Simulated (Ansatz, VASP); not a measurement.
Two plane-wave programs on Hf2Br

INCAR

```
SYSTEM = Hf2Br
PREC = Accurate ; ENCUT = 600
EDIFF = 1E-6 ; ISMEAR = 0
SIGMA = 0.1 ; LREAL = .False.
LASPH = .True. ; NELM = 60
ALGO = Normal ; ISIF = 3
LWAVE = .False. ; LCHARG = .False.
GGA = PE ; IBRION = 2
NSW = 100 ; EDIFFG = -0.01
```

The input KPOINTS:

```
Automatic mesh
0
Gamma
  12 12 16
  0 0 0
```

POSCAR

```
Hf2Br
1.0
    5.1878852100      0.0000000000      0.0000000000
   -2.5939426050      4.4928403838      0.0000000000
    0.0000000000      0.0000000000      3.0900247442
Hf Br
2 1
Direct
    0.3333333333      0.6666666667      0.5000000000
    0.6666666667      0.3333333333      0.5000000000
    0.0000000000      0.0000000000      0.0000000000
```

Input for Ansatz:

```yaml
crystal:
  lattice:
    - [5.18788521, 0.0, 0.0]
    - [-2.593942605, 4.4928403838, 0.0]
    - [0.0, 0.0, 3.0900247442]
  atoms:
    - { symbol: Hf, position: [0.3333333333, 0.6666666667, 0.5] }
    - { symbol: Hf, position: [0.6666666667, 0.3333333333, 0.5] }
    - { symbol: Br, position: [0.0, 0.0, 0.0] }
basis:
  ecutwfc: 420
kpoints:
  mp_grid: { grid: [12, 12, 16] }
hamiltonian:
  xc: pbe
scf:
  occupations: { method: gaussian, width: 0.1 }
output:
  forces: true
  stress: true
  eigenvalues: true
relax:
  adjacent_minimum: "off"
  f_tol: 0.01
  max_steps: 80
  cell: { stress_tol: 0.05 }
```

Alike in both runs: task relaxation of cell and atoms; functional PBE; k mesh 12 × 12 × 16; occupations gaussian, width 0.1 eV; no spin polarisation.

|  | VASP | Ansatz |
| --- | --- | --- |
| version | VASP 6.6.1 | Ansatz 0.2.0 |
| potentials or method | VASP PAW PBE potentials, release 64 (Hf_pv, Br), cutoff 600 eV | scalar-relativistic, plane waves, PAW |
| valence electrons in the cell | 27 | 59 |

|  | VASP | Ansatz | Ansatz less VASP |
| --- | --- | --- | --- |
| gap on the k mesh at the Fermi level, each at its own relaxed structure (eV) | none | none | - |
| relaxed volume (Å³/atom) | 23.75 | 23.89 | +0.142 |
| relaxed cell length with the largest relative difference (Å) | 5.176 | 5.191 | +0.0146 |

A gap of «none» marks a metal or a gap that the smearing closes. VASP's potentials hold 27 valence electrons a cell and Ansatz's 59, so a difference there can come from the potentials and not from the codes.

Spin-orbit coupling is off throughout.
